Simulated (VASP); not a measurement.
# BaTiO3 (P4/mmm) in VASP: single point with LDA

Aim: the single point of BaTiO3 with LDA.

Everything below comes from runs of VASP 6.6.1. Logs are shortened: lines on timing, memory, paths and dates and some standing lists are left out, and cuts for length are marked.

## Step 1: The cell of the first run

The structure is tetragonal, space group P4/mmm (No. 123). The conventional cell has a = 4.112 Å, b = 4.112 Å, c = 5.036 Å, α = 90.00°, β = 90.00°, γ = 90.00°. Within 3.3 Å of Ba (site symmetry 4/mmm) lie 10 O at 2.52 to 3.25 Å. Within 2.7 Å of Ti (site symmetry 4/mmm) lie 4 O at 2.06 Å. O (site symmetry mmm) has 2 Ti at 2.06 Å and 2 O at 2.06 Å within 2.7 Å. Within 2.7 Å of O (site symmetry 4/mmm) lie 4 O at 2.06 Å and 2 Ba at 2.52 Å.

## Step 2: Single point, LDA

Input file INCAR:

```
PREC     = Accurate       # precision mode
ENCUT    = 600            # plane-wave cutoff, eV
EDIFF    = 1E-6           # SCF threshold, eV
ISMEAR   = 0              # smearing method
SIGMA    = 0.01           # smearing width, eV
LREAL    = False          # projectors in reciprocal space
LASPH    = True           # aspherical terms in the spheres
NELM     = 120            # most SCF steps
ALGO     = Normal         # electronic algorithm
ISIF     = 2              # what is computed and relaxed
LWAVE    = False          # write WAVECAR
LCHARG   = False          # write CHGCAR
GGA      = CA             # functional
NBANDS   = 28             # bands
GGA_COMPAT= False
```

Input file KPOINTS:

```
regular mesh
0
Gamma
  4 4 4
```

Input file POSCAR:

```
BaTiO3
1.0
    4.1124700000      0.0000000000      0.0000000000
    0.0000000000      4.1124700000      0.0000000000
    0.0000000000      0.0000000000      5.0356100000
Ba Ti O
1 1 3
Direct
    0.0000000000      0.0000000000      0.0000000000
    0.5000000000      0.5000000000      0.5000000000
    0.0000000000      0.5000000000      0.5000000000
    0.5000000000      0.0000000000      0.5000000000
    0.0000000000      0.0000000000      0.5000000000
```

Potentials or basis: VASP PAW LDA potentials, release 64 (Ba_sv, Ti_sv, O).

Launch:

```
$ cat potpaw_LDA.64/Ba_sv/POTCAR potpaw_LDA.64/Ti_sv/POTCAR potpaw_LDA.64/O/POTCAR > POTCAR
$ mpirun -np 1 vasp_std > vasp.out
```

OUTCAR:

```text
PREC = Accurate
   ENCUT = 600
   EDIFF = 1E-6
   ISMEAR = 0
   LREAL = False
   LASPH = True
   NELM = 120
   ISIF = 2
   GGA = CA

 ion  position               nearest neighbor table
   1  0.000  0.000  0.000-   5 2.52   5 2.52   3 3.25   3 3.25   4 3.25   4 3.25   3 3.25   3 3.25
                             4 3.25   4 3.25
   2  0.500  0.500  0.500-   3 2.06   4 2.06   4 2.06   3 2.06
   3  0.000  0.500  0.500-   2 2.06   2 2.06   1 3.25   1 3.25   1 3.25   1 3.25
   4  0.500  0.000  0.500-   2 2.06   2 2.06   1 3.25   1 3.25   1 3.25   1 3.25
   5  0.000  0.000  0.500-   1 2.52   1 2.52

  LATTYP: Found a simple tetragonal cell.
 ALAT       =     4.1124700000
 C/A-ratio  =     1.2244733700

  Lattice vectors:

 A1 = (   4.1124700000,   0.0000000000,   0.0000000000)
 A2 = (   0.0000000000,   4.1124700000,   0.0000000000)
 A3 = (   0.0000000000,   0.0000000000,   5.0356100000)

Analysis of symmetry for initial positions (statically):
=====================================================================
 Subroutine PRICEL returns:
 Original cell was already a primitive cell.

 Routine SETGRP: Setting up the symmetry group for a
 simple tetragonal supercell.

 Subroutine GETGRP returns: Found 16 space group operations
 (whereof 16 operations were pure point group operations)
 out of a pool of 16 trial point group operations.

The static configuration has the point symmetry D_4h.

Analysis of symmetry for dynamics (positions and initial velocities):
=====================================================================
 Subroutine PRICEL returns:
 Original cell was already a primitive cell.

 Routine SETGRP: Setting up the symmetry group for a
 simple tetragonal supercell.

 Subroutine GETGRP returns: Found 16 space group operations
 (whereof 16 operations were pure point group operations)
 out of a pool of 16 trial point group operations.

The dynamic configuration has the point symmetry D_4h.

 Subroutine INISYM returns: Found 16 space group operations
 (whereof 16 operations are pure point group operations),
 and found     1 'primitive' translations

----------------------------------------------------------------------------------------

                                     Primitive cell

  volume of cell :      85.1643

  direct lattice vectors                    reciprocal lattice vectors
     4.112470000  0.000000000  0.000000000     0.243162868  0.000000000  0.000000000
     0.000000000  4.112470000  0.000000000     0.000000000  0.243162868  0.000000000
     0.000000000  0.000000000  5.035610000     0.000000000  0.000000000  0.198585673

  length of vectors
     4.112470000  4.112470000  5.035610000     0.243162868  0.243162868  0.198585673

  position of ions in fractional coordinates (direct lattice)
     0.000000000  0.000000000  0.000000000
     0.500000000  0.500000000  0.500000000
     0.000000000  0.500000000  0.500000000
     0.500000000  0.000000000  0.500000000
     0.000000000  0.000000000  0.500000000

  ion indices of the primitive-cell ions
   primitive index   ion index
                 1           1
                 2           2
                 3           3
                 4           4
                 5           5

----------------------------------------------------------------------------------------

 KPOINTS: regular mesh

Automatic generation of k-mesh.
 Grid dimensions read from file:
 generate k-points for:    4    4    4

 Generating k-lattice:

  Cartesian coordinates                     Fractional coordinates (reciprocal lattice)
     0.060790717  0.000000000  0.000000000     0.250000000  0.000000000  0.000000000
     0.000000000  0.060790717  0.000000000     0.000000000  0.250000000  0.000000000
     0.000000000  0.000000000  0.049646418     0.000000000  0.000000000  0.250000000

  Length of vectors
     0.060790717  0.060790717  0.049646418

  Shift w.r.t. Gamma in fractional coordinates (k-lattice)
     0.000000000  0.000000000  0.000000000

 Subroutine IBZKPT returns following result:
 ===========================================

 Found     18 irreducible k-points:

 Following reciprocal coordinates:
            Coordinates               Weight
  0.000000  0.000000  0.000000      1.000000
  0.250000  0.000000  0.000000      4.000000
  0.500000  0.000000  0.000000      2.000000
  0.250000  0.250000  0.000000      4.000000
  0.500000  0.250000  0.000000      4.000000
  0.500000  0.500000  0.000000      1.000000
[... 10 lines left out ...]
  0.500000  0.250000  0.500000      4.000000
  0.500000  0.500000  0.500000      1.000000
   k-points           NKPTS =     18   k-points in BZ     NKDIM =     18   number of bands    NBANDS=     28
   number of dos      NEDOS =    301   number of ions     NIONS =      5
   total plane-waves  NPLWV =  51840
   dimension x,y,z NGX =    36 NGY =   36 NGZ =   40
   dimension x,y,z NGXF=    72 NGYF=   72 NGZF=   80
   ions per type =               1   1   3
   NGX,Y,Z   is equivalent  to a cutoff of  14.55, 14.55, 13.21 a.u.
   NGXF,Y,Z  is equivalent  to a cutoff of  29.11, 29.11, 26.41 a.u.
 SYSTEM =  unknown system
   PREC   = accura    normal or accurate (medium, high low for compatibility)
   ISTART =      0    job   : 0-new  1-cont  2-samecut
   ICHARG =      2    charge: 1-file 2-atom 10-const
   ISPIN  =      1    spin polarized calculation?
   LNONCOLLINEAR =      F non collinear calculations
   LSORBIT =      F    spin-orbit coupling
   LASPH  =      T    aspherical Exc in radial PAW
   ENCUT  =  600.0 eV  44.10 Ry    6.64 a.u.   8.21  8.21 10.06*2*pi/ulx,y,z
   NELM   =    120;   NELMIN=  2; NELMDL= -5     # of ELM steps
   EDIFF  = 0.1E-05   stopping-criterion for ELM
   LREAL  =      F    real-space projection
   EDIFFG = 0.1E-04   stopping-criterion for IOM
   NSW    =      0    number of steps for IOM
   IBRION =     -1    ionic relax: 0-MD 1-quasi-New 2-CG
   NFREE  =      0    steps in history (QN), initial steepest desc. (CG)
   ISIF   =      2    stress and relaxation
   ISYM   =      2    0-nonsym 1-usesym 2-fastsym
   POTIM  = 0.5000    time-step for ionic-motion
   TEBEG  =    0.0;   TEEND  =   0.0 temperature during run
   PSTRESS=    0.0 pullay stress
   NELECT =      40.0000    total number of electrons
   NUPDOWN=      -1.0000    fix difference up-down
   EMIN   =  10.00;   EMAX   =-10.00  energy-range for DOS
   EFERMI =   0.00;   METHOD = LEGACY
   ISMEAR =     0;   SIGMA  =   0.01  broadening in eV -4-tet -1-fermi 0-gaus
   EFERMI_NEDOS =   21; number of points for ismear=-14 and -15
   IALGO  =     38    algorithm
   IMIX   =      4    mixing-type and parameters
     AMIX     =   0.40;   BMIX     =  1.00
     AMIX_MAG =   1.60;   BMIX_MAG =  1.00
  volume/ion in A,a.u.               =      17.03       114.94
  Fermi-wavevector in a.u.,A,eV,Ry     =   1.272552  2.404775 22.033129  1.619389
  Thomas-Fermi vector in A             =   2.405424
   LORBIT       =      0    0 simple, 1 ext, 2 COOP (PROOUT), +10 PAW based schemes
   GGA     = CA    functional components
   LHFCALC =     F    Hartree Fock is set to
   AEXX    =    0.0000 exact exchange contribution
   IVDW    =     0    specifies the selected vdW correction
   LEPSILON=     F    determine dielectric tensor
   LRPA    =     F    only Hartree local field effects (RPA)
 non-spin polarized calculation
 Gauss-broadening in eV      SIGMA  =   0.01
  energy-cutoff  :      600.00
  volume of cell :       85.16
 maximum number of plane-waves:      2872
 NGX is ok and might be reduce to    36
   NGX = 17   NGY = 17   NGZ = 21

 number of electron      39.9999999 magnetization

 Free energy of the ion-electron system (eV)
  ---------------------------------------------------
  ext. energy  EPLUGINS =         0.00000000
  ---------------------------------------------------
  free energy    TOTEN  =       -34.34302929 eV

  energy without entropy =      -34.34262425  energy(sigma->0) =      -34.34282677

 E-fermi :   3.9539     XC(G=0): -10.2627

 val. band max:        3.9501840998   @ k =   0.2500   0.0000   0.5000
 cond. band min:       3.9646925324   @ k =   0.0000   0.0000   0.0000
 fundamental gap:      0.0145084326
 Fermi energy:         3.9539271433

 k-point     1 :       0.0000    0.0000    0.0000
  band No.  band energies     occupation
      1     -53.5247      2.00000
      2     -30.2205      2.00000
      3     -30.2205      2.00000
      4     -29.9832      2.00000
      5     -23.6394      2.00000
      6     -16.0306      2.00000
[... 20 lines left out ...]
     27       5.9656      0.00000
     28       8.7717      0.00000

 k-point     2 :       0.2500    0.0000    0.0000
  band No.  band energies     occupation
      1     -53.5244      2.00000
      2     -30.2421      2.00000
      3     -30.2197      2.00000
      4     -29.9824      2.00000
      5     -23.6164      2.00000
      6     -15.7305      2.00000
[... 20 lines left out ...]
     27       7.0610      0.00000
     28       7.9199      0.00000

 k-point     3 :       0.5000    0.0000    0.0000
  band No.  band energies     occupation
      1     -53.5240      2.00000
      2     -30.2634      2.00000
      3     -30.2189      2.00000
      4     -29.9817      2.00000
      5     -23.5931      2.00000
      6     -15.1773      2.00000
[... 20 lines left out ...]
     27       7.3206      0.00000
     28       7.3214      0.00000

 k-point     4 :       0.2500    0.2500    0.0000
  band No.  band energies     occupation
      1     -53.5240      2.00000
      2     -30.2413      2.00000
      3     -30.2407      2.00000
      4     -29.9817      2.00000
      5     -23.5944      2.00000
      6     -15.4382      2.00000
[... 392 lines left out ...]
     27       7.4109      0.00000
     28       7.7824      0.00000

 k-point    17 :       0.5000    0.2500    0.5000
  band No.  band energies     occupation
      1     -53.5236      2.00000
      2     -30.2620      2.00000
      3     -30.2399      2.00000
      4     -29.9814      2.00000
      5     -23.5491      2.00000
      6     -15.1000      2.00000
[... 20 lines left out ...]
     27       7.4901      0.00000
     28       8.3180      0.00000

 k-point    18 :       0.5000    0.5000    0.5000
  band No.  band energies     occupation
      1     -53.5232      2.00000
      2     -30.2607      2.00000
      3     -30.2607      2.00000
      4     -29.9806      2.00000
      5     -23.5287      2.00000
      6     -14.2989      2.00000
[... 20 lines left out ...]
     27       7.5159      0.00000
     28       9.0026      0.00000

------------------------ aborting loop because EDIFF is reached ----------------------------------------

  FORCE on cell =-STRESS in cart. coord.  units (eV):
  Direction    XX          YY          ZZ          XY          YZ          ZX
  --------------------------------------------------------------------------------------
  -------------------------------------------------------------------------------------
  Total       -3.9464223     -3.9464223     -3.2172077      0.0000000      0.0000000      0.0000000
  in kB      -74.2431798    -74.2431798    -60.5246251      0.0000000      0.0000000      0.0000000
  external PRESSURE =     -69.6703282 kB  Pullay stress =       0.0000000 kB

 VOLUME and BASIS-vectors are now :
 -----------------------------------------------------------------------------
  energy-cutoff  :      600.00
  volume of cell :       85.16
      direct lattice vectors                 reciprocal lattice vectors
     4.112470000  0.000000000  0.000000000     0.243162868  0.000000000  0.000000000
     0.000000000  4.112470000  0.000000000     0.000000000  0.243162868  0.000000000
     0.000000000  0.000000000  5.035610000     0.000000000  0.000000000  0.198585673

 POSITION                                       TOTAL-FORCE (eV/Angst)
 -----------------------------------------------------------------------------------
      0.00000      0.00000      0.00000         0.000000      0.000000      0.000000
      2.05624      2.05624      2.51781         0.000000      0.000000      0.000000
      0.00000      2.05624      2.51781         0.000000      0.000000      0.000000
      2.05624      0.00000      2.51781         0.000000      0.000000      0.000000
      0.00000      0.00000      2.51781         0.000000      0.000000      0.000000
 -----------------------------------------------------------------------------------
    total drift:                                0.000000      0.000000      0.000000

  FREE ENERGIE OF THE ION-ELECTRON SYSTEM (eV)
  ---------------------------------------------------
  free  energy   TOTEN  =       -34.3430292910 eV

  energy  without entropy=      -34.3426242476  energy(sigma->0) =      -34.34282677
```

It took 70 s on 1 thread of Intel Xeon Platinum 8375C at 2.90GHz (Ice Lake), shared host; peak memory 0.22 GiB.

Results:

| Property | Result |
| --- | --- |
| Free energy | -34.3430 eV |
| Pressure | -7.0 GPa |
| Band gap on the k mesh | zero (bands 20 and 21 overlap by 1.54 eV) |

Stress tensor (GPa, compression positive):
```
-7.42  0.00  0.00
 0.00 -7.42  0.00
 0.00  0.00 -6.05
```

Caveat: the k points lie up to 0.38 Å⁻¹ apart, too coarse for converged energies and pressures of a metal; spin-orbit coupling is left out, which moves the levels of the heavy elements; semilocal functionals often make such compounds metallic where correlation or magnetic order opens a gap, which also shifts bond lengths.
